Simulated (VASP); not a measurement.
# CuAu (R-3m) in VASP: further runs, part 2 of 2

VASP 6.6.1.

### 3 Single point, PBEsol

This run uses another cell than the first one, of 13.20 Å³/atom, 1.035 times its volume.

INCAR reads:

```
  ALGO = Normal
  EDIFF = 1E-6
  ENCUT = 520
  GGA = PS
  ISIF = 2
  ISMEAR = -1
  LASPH = T
  LCHARG = F
  LREAL = F
  LWAVE = F
  NBANDS = 18
  NELM = 60
  PREC = Accurate
  SIGMA = 0.05
```

KPOINTS reads:

```
k-points
0
Gamma
  11 11 11
```

POSCAR reads:

```
CuAu
1.0
    1.3561768616      0.7829890761      4.1438670778
   -1.3561768616      0.7829890761      4.1438670778
    0.0000000000     -1.5659781522      4.1438670778
Au Cu
1 1
Direct
    0.0000000000      0.0000000000      0.0000000000
    0.5000000000      0.5000000000      0.5000000000
```

Potentials or basis: VASP PAW PBE potentials, release 64 (Au, Cu).

Launch:

```sh
> cat potpaw_PBE.64/Au/POTCAR potpaw_PBE.64/Cu/POTCAR > POTCAR
> mpirun -np 1 vasp_std > vasp.out
```

OUTCAR:

```text
EDIFF = 1E-6
   ENCUT = 520
   GGA = PS
   ISIF = 2
   ISMEAR = -1
   LASPH = T
   LREAL = F
   NELM = 60
   PREC = Accurate

 ion  position               nearest neighbor table
   1  0.000  0.000  0.000-   2 2.60   2 2.60   2 2.60   2 2.60   2 2.60   2 2.60
   2  0.500  0.500  0.500-   1 2.60   1 2.60   1 2.60   1 2.60   1 2.60   1 2.60

  LATTYP: Found a trigonal (rhomboedric) cell.
 ALAT       =     4.4298896072
 COS(alpha) =     0.8125537101

  Lattice vectors:

 A1 = (   1.3561768616,   0.7829890761,   4.1438670778)
 A2 = (  -1.3561768616,   0.7829890761,   4.1438670778)
 A3 = (   0.0000000000,  -1.5659781522,   4.1438670778)

Analysis of symmetry for initial positions (statically):
=====================================================================
 Subroutine PRICEL returns:
 Original cell was already a primitive cell.

 Routine SETGRP: Setting up the symmetry group for a
 trigonal (rhombohedral) supercell.

 Subroutine GETGRP returns: Found 12 space group operations
 (whereof 12 operations were pure point group operations)
 out of a pool of 12 trial point group operations.

The static configuration has the point symmetry D_3d.

Analysis of symmetry for dynamics (positions and initial velocities):
=====================================================================
 Subroutine PRICEL returns:
 Original cell was already a primitive cell.

 Routine SETGRP: Setting up the symmetry group for a
 trigonal (rhombohedral) supercell.

 Subroutine GETGRP returns: Found 12 space group operations
 (whereof 12 operations were pure point group operations)
 out of a pool of 12 trial point group operations.

The dynamic configuration has the point symmetry D_3d.

[... 110 lines left out ...]
   NUPDOWN=      -1.0000    fix difference up-down
   EMIN   =  10.00;   EMAX   =-10.00  energy-range for DOS
   EFERMI =   0.00;   METHOD = LEGACY
   ISMEAR =    -1;   SIGMA  =   0.05  broadening in eV -4-tet -1-fermi 0-gaus
   EFERMI_NEDOS =   21; number of points for ismear=-14 and -15
   IALGO  =     38    algorithm
   IMIX   =      4    mixing-type and parameters
     AMIX     =   0.40;   BMIX     =  1.00
     AMIX_MAG =   1.60;   BMIX_MAG =  1.00
  volume/ion in A,a.u.               =      13.20        89.08
  Fermi-wavevector in a.u.,A,eV,Ry     =   1.540539  2.911197 32.290167  2.373260
  Thomas-Fermi vector in A             =   2.646612
   LORBIT       =      0    0 simple, 1 ext, 2 COOP (PROOUT), +10 PAW based schemes
   GGA     = PS    functional components
   LHFCALC =     F    Hartree Fock is set to
   AEXX    =    0.0000 exact exchange contribution
   IVDW    =     0    specifies the selected vdW correction
   LEPSILON=     F    determine dielectric tensor
   LRPA    =     F    only Hartree local field effects (RPA)
 non-spin polarized calculation
  energy-cutoff  :      520.00
  volume of cell :       26.40
 maximum number of plane-waves:       722
 NGX is ok and might be reduce to    36
   NGX = 17   NGY = 17   NGZ = 17

 number of electron      22.0000004 magnetization

 Free energy of the ion-electron system (eV)
  ---------------------------------------------------
  ext. energy  EPLUGINS =         0.00000000
  ---------------------------------------------------
  free energy    TOTEN  =        -8.05713597 eV

  energy without entropy =       -8.05241589  energy(sigma->0) =       -8.05477593

 E-fermi :  10.1920     XC(G=0): -13.4027

 val. band max:       10.1906868085   @ k =   0.4545   0.2727   0.1818
 cond. band min:      10.1936215715   @ k =   0.0909   0.0909   0.0000
 fundamental gap:      0.0029347630
 Fermi energy:        10.1919998026

 k-point     1 :       0.0000    0.0000    0.0000
  band No.  band energies     occupation
      1      -0.8250      2.00000
      2       2.4156      2.00000
      3       4.5673      2.00000
      4       4.5673      2.00000
      5       5.9979      2.00000
      6       5.9979      2.00000
[... 481 lines left out ...]
      5       5.4628      2.00000
      6       6.7089      2.00000
[... 10 lines left out ...]
     17      24.0967      0.00000
     18      31.0299      0.00000

 [... further k-points ...]

------------------------ aborting loop because EDIFF is reached ----------------------------------------

  FORCE on cell =-STRESS in cart. coord.  units (eV):
  Direction    XX          YY          ZZ          XY          YZ          ZX
  --------------------------------------------------------------------------------------
  -------------------------------------------------------------------------------------
  Total        3.2851366      3.2851366      3.3279251      0.0000000      0.0000000      0.0000000
  in kB      199.3585726    199.3585726    201.9551932      0.0000000      0.0000000      0.0000000
  external PRESSURE =     200.2241128 kB  Pullay stress =       0.0000000 kB

 VOLUME and BASIS-vectors are now :
 -----------------------------------------------------------------------------
  energy-cutoff  :      520.00
  volume of cell :       26.40
      direct lattice vectors                 reciprocal lattice vectors
     1.356176862  0.782989076  4.143867078     0.368683476  0.212859504  0.080440161
    -1.356176862  0.782989076  4.143867078    -0.368683476  0.212859504  0.080440161
     0.000000000 -1.565978152  4.143867078     0.000000000 -0.425719009  0.080440161

 POSITION                                       TOTAL-FORCE (eV/Angst)
 -----------------------------------------------------------------------------------
      0.00000      0.00000      0.00000         0.000000      0.000000     -0.000000
      0.00000      0.00000      6.21580         0.000000      0.000000      0.000000
 -----------------------------------------------------------------------------------
    total drift:                                0.000000     -0.000000      0.000000

  FREE ENERGIE OF THE ION-ELECTRON SYSTEM (eV)
  ---------------------------------------------------
  free  energy   TOTEN  =        -8.0571359671 eV

  energy  without entropy=       -8.0524158914  energy(sigma->0) =       -8.05477593
```

OSZICAR:

```text
N       E                     dE             d eps       ncg     rms          rms(c)
DAV:   1     0.125300896041E+03    0.12530E+03   -0.11128E+04  5850   0.177E+03
DAV:   2    -0.429383590070E+01   -0.12959E+03   -0.12160E+03  5310   0.299E+02
DAV:   3    -0.923534128026E+01   -0.49415E+01   -0.48718E+01  6278   0.688E+01
DAV:   4    -0.930181705342E+01   -0.66476E-01   -0.66426E-01  6634   0.657E+00
DAV:   5    -0.930342170879E+01   -0.16047E-02   -0.16046E-02  6796   0.104E+00    0.165E+01
DAV:   6    -0.856470134622E+01    0.73872E+00   -0.76721E+00  5694   0.792E+01    0.719E+00
DAV:   7    -0.819260252769E+01    0.37210E+00   -0.36887E+00  6584   0.858E+01    0.795E+00
DAV:   8    -0.806502670018E+01    0.12758E+00   -0.40732E-01  7014   0.167E+01    0.312E+00
DAV:   9    -0.805754648575E+01    0.74802E-02   -0.21085E-02  8080   0.247E+00    0.174E-01
DAV:  10    -0.805718008834E+01    0.36640E-03   -0.32428E-03  6922   0.140E+00    0.768E-02
DAV:  11    -0.805713963945E+01    0.40449E-04   -0.23604E-04  8092   0.387E-01    0.357E-02
DAV:  12    -0.805713596283E+01    0.36766E-05   -0.53760E-06  7852   0.332E-02    0.796E-03
DAV:  13    -0.805713596708E+01   -0.42528E-08   -0.23313E-07  3226   0.900E-03
   1 F= -.80571360E+01 E0= -.80547759E+01  d E =-.472008E-02
```

stdout:

```text
POSCAR found type information on POSCAR AuCu
 POSCAR found :  2 types and       2 ions
 scaLAPACK will be used
 -----------------------------------------------------------------------------
|                                                                             |
|                                                                             |
|     You enforced a specific xc type in the INCAR file but a different       |
|     I HOPE YOU KNOW WHAT YOU ARE DOING!                                     |
|                                                                             |
 -----------------------------------------------------------------------------

 LDA part: xc-table for (Slater+PW92), standard interpolation
 POSCAR, INCAR and KPOINTS ok, starting setup
 FFT: planning ... GRIDC
 FFT: planning ... GRID_SOFT
 FFT: planning ... GRID
 WAVECAR not read
 entering main loop
```

Run time: 55 s. Hardware: 1 thread of Intel Xeon 6975P-C (Granite Rapids), shared host; peak memory 0.26 GiB.

What came out:

| Property | Result |
| --- | --- |
| Free energy | -8.0571 eV |
| Pressure | 20.0 GPa |
| Band gap on the k mesh | zero (band 11 reaches 12.39 eV, above the bottom of band 12 at 7.73 eV) |

Stress tensor (GPa, compression positive):
```
19.94  0.00  0.00
 0.00 19.94  0.00
 0.00  0.00 20.20
```

Levels at points of the mesh, in eV from the Fermi level:
| k point | band 8 | band 9 | band 10 | band 11 | band 12 | band 13 | band 14 | band 15 |
| --- | --- | --- | --- | --- | --- | --- | --- | --- |
| (0.00, 0.00, 0.00) | -2.58 | -2.58 | -1.77 | -1.77 | -1.00 | 4.92 | 14.66 | 17.85 |

Caveat: the PAW data sets were made with another functional, which shifts forces and pressure a little; spin-orbit coupling is left out, which moves the levels of the heavy elements.

### 4 Single point, PBEsol

This run uses another cell than the first one, of 13.75 Å³/atom, 1.078 times its volume.

INCAR reads:

```
SYSTEM = CuAu
ALGO     = Normal         ! electronic algorithm
EDIFF    = 1E-6           ! SCF threshold, eV
ENCUT    = 520            ! plane-wave cutoff, eV
GGA      = PS             ! functional
ISIF     = 2              ! what is computed and relaxed
ISMEAR   = -1             ! smearing method
LASPH    = .True.         ! aspherical terms in the spheres
LCHARG   = .False.        ! write CHGCAR
LREAL    = .False.        ! projectors in reciprocal space
LWAVE    = .False.        ! write WAVECAR
NBANDS   = 18             ! bands
NELM     = 80             ! most SCF steps
PREC     = Accurate       ! precision mode
SIGMA    = 0.05           ! smearing width, eV
```

KPOINTS reads:

```
k-points
0
Gamma
  11 11 11
  0 0 0
```

POSCAR reads:

```
CuAu
1.0
    1.3740095419      0.7932847789      4.2057361487
   -1.3740095419      0.7932847789      4.2057361487
    0.0000000000     -1.5865695577      4.2057361487
Au Cu
1 1
Direct
    0.0000000000      0.0000000000      0.0000000000
    0.5000000000      0.5000000000      0.5000000000
```

Potentials or basis: VASP PAW PBE potentials, release 64 (Au, Cu).

Launch:

```sh
> cat potpaw_PBE.64/Au/POTCAR potpaw_PBE.64/Cu/POTCAR > POTCAR
> mpirun -np 1 vasp_std > vasp.out
```

OUTCAR:

```text
SYSTEM = CuAu
   EDIFF = 1E-6
   ENCUT = 520
   GGA = PS
   ISIF = 2
   ISMEAR = -1
   LASPH = .True.
   LREAL = .False.
   NELM = 80
   PREC = Accurate

 ion  position               nearest neighbor table
   1  0.000  0.000  0.000-   2 2.63   2 2.63   2 2.63   2 2.63   2 2.63   2 2.63
   2  0.500  0.500  0.500-   1 2.63   1 2.63   1 2.63   1 2.63   1 2.63   1 2.63

  LATTYP: Found a trigonal (rhomboedric) cell.
 ALAT       =     4.4950438835
 COS(alpha) =     0.8131291241

  Lattice vectors:

 A1 = (   1.3740095419,   0.7932847789,   4.2057361487)
 A2 = (  -1.3740095419,   0.7932847789,   4.2057361487)
 A3 = (   0.0000000000,  -1.5865695577,   4.2057361487)

Analysis of symmetry for initial positions (statically):
=====================================================================
 Subroutine PRICEL returns:
 Original cell was already a primitive cell.

 Routine SETGRP: Setting up the symmetry group for a
 trigonal (rhombohedral) supercell.

 Subroutine GETGRP returns: Found 12 space group operations
 (whereof 12 operations were pure point group operations)
 out of a pool of 12 trial point group operations.

The static configuration has the point symmetry D_3d.

Analysis of symmetry for dynamics (positions and initial velocities):
=====================================================================
 Subroutine PRICEL returns:
 Original cell was already a primitive cell.

 Routine SETGRP: Setting up the symmetry group for a
 trigonal (rhombohedral) supercell.

 Subroutine GETGRP returns: Found 12 space group operations
 (whereof 12 operations were pure point group operations)
 out of a pool of 12 trial point group operations.

The dynamic configuration has the point symmetry D_3d.

 Subroutine INISYM returns: Found 12 space group operations
 (whereof 12 operations are pure point group operations),
 and found     1 'primitive' translations

----------------------------------------------------------------------------------------

[... 111 lines left out ...]
     AMIX     =   0.40;   BMIX     =  1.00
     AMIX_MAG =   1.60;   BMIX_MAG =  1.00
  volume/ion in A,a.u.               =      13.75        92.81
  Fermi-wavevector in a.u.,A,eV,Ry     =   1.519655  2.871732 31.420633  2.309351
  Thomas-Fermi vector in A             =   2.628611
   LORBIT       =      0    0 simple, 1 ext, 2 COOP (PROOUT), +10 PAW based schemes
   GGA     = PS    functional components
   LHFCALC =     F    Hartree Fock is set to
   AEXX    =    0.0000 exact exchange contribution
   IVDW    =     0    specifies the selected vdW correction
   LEPSILON=     F    determine dielectric tensor
   LRPA    =     F    only Hartree local field effects (RPA)
 non-spin polarized calculation
  energy-cutoff  :      520.00
  volume of cell :       27.51
 maximum number of plane-waves:       752
 NGX is ok and might be reduce to    36
   NGX = 17   NGY = 17   NGZ = 17

 number of electron      22.0000004 magnetization

 Free energy of the ion-electron system (eV)
  ---------------------------------------------------
  ext. energy  EPLUGINS =         0.00000000
  ---------------------------------------------------
  free energy    TOTEN  =        -8.16048989 eV

  energy without entropy =       -8.15589565  energy(sigma->0) =       -8.15819277

 E-fermi :   9.5216     XC(G=0): -13.1576

 val. band max:        9.5127855154   @ k =   0.2727   0.1818   0.0909
 cond. band min:       9.5234372168   @ k =   0.3636   0.3636   0.0909
 fundamental gap:      0.0106517014
 Fermi energy:         9.5215718685

 k-point     1 :       0.0000    0.0000    0.0000
  band No.  band energies     occupation
      1      -1.0667      2.00000
      2       2.1070      2.00000
      3       4.1501      2.00000
      4       4.1501      2.00000
      5       5.5095      2.00000
      6       5.5095      2.00000
[... 481 lines left out ...]
      5       5.0016      2.00000
      6       6.2218      2.00000
[... 10 lines left out ...]
     17      23.0620      0.00000
     18      30.0676      0.00000

 [... further k-points ...]

------------------------ aborting loop because EDIFF is reached ----------------------------------------

  FORCE on cell =-STRESS in cart. coord.  units (eV):
  Direction    XX          YY          ZZ          XY          YZ          ZX
  --------------------------------------------------------------------------------------
  -------------------------------------------------------------------------------------
  Total        1.6997605      1.6997605      1.7396913      0.0000000      0.0000000      0.0000000
  in kB       99.0116238     99.0116238    101.3376015      0.0000000      0.0000000      0.0000000
  external PRESSURE =      99.7869497 kB  Pullay stress =       0.0000000 kB

 VOLUME and BASIS-vectors are now :
 -----------------------------------------------------------------------------
  energy-cutoff  :      520.00
  volume of cell :       27.51
      direct lattice vectors                 reciprocal lattice vectors
     1.374009542  0.793284779  4.205736149     0.363898492  0.210096892  0.079256834
    -1.374009542  0.793284779  4.205736149    -0.363898492  0.210096892  0.079256834
     0.000000000 -1.586569558  4.205736149     0.000000000 -0.420193784  0.079256834

 POSITION                                       TOTAL-FORCE (eV/Angst)
 -----------------------------------------------------------------------------------
      0.00000      0.00000      0.00000         0.000000     -0.000000      0.000000
      0.00000      0.00000      6.30860         0.000000      0.000000     -0.000000
 -----------------------------------------------------------------------------------
    total drift:                                0.000000     -0.000000      0.000000

  FREE ENERGIE OF THE ION-ELECTRON SYSTEM (eV)
  ---------------------------------------------------
  free  energy   TOTEN  =        -8.1604898860 eV

  energy  without entropy=       -8.1558956522  energy(sigma->0) =       -8.15819277
```

Wall time 51 s (1 thread of Intel Xeon 6975P-C (Granite Rapids), shared host); peak memory 0.26 GiB.

Results:

```yaml
Free_energy: -8.1605 eV
Pressure: 10.0 GPa
Band_gap_on_the_k_mesh: zero (band 11 reaches 11.71 eV, above the bottom of band 12 at 7.18 eV)
```

Stress tensor (GPa, compression positive):
```
 9.90  0.00  0.00
 0.00  9.90  0.00
 0.00  0.00 10.13
```

Caveat: the PAW data sets were made with another functional, which shifts forces and pressure a little; spin-orbit coupling is left out, which moves the levels of the heavy elements.

### 5 Summary

| cell | gap on the mesh (eV) | pressure (GPa) |
| --- | --- | --- |
| a = 4.376 Å, angles 35.7°, 2 atoms | none | 30.1 |
| a = 4.430 Å, angles 35.7°, 2 atoms | none | 20.0 |
| a = 4.495 Å, angles 35.6°, 2 atoms | none | 10.0 |

Alike in all rows: task single point; level PBEsol; potentials or basis VASP PAW PBE potentials, release 64 (Au, Cu); no spin polarisation; k mesh 11 × 11 × 11; cutoff (eV) 520; smearing fermi-dirac 0.05 eV.

Caveats: the PAW data sets were made with another functional, which shifts forces and pressure a little; spin-orbit coupling is left out, which moves the levels of the heavy elements.

Absolute energies hang on the potentials; compare differences alone.
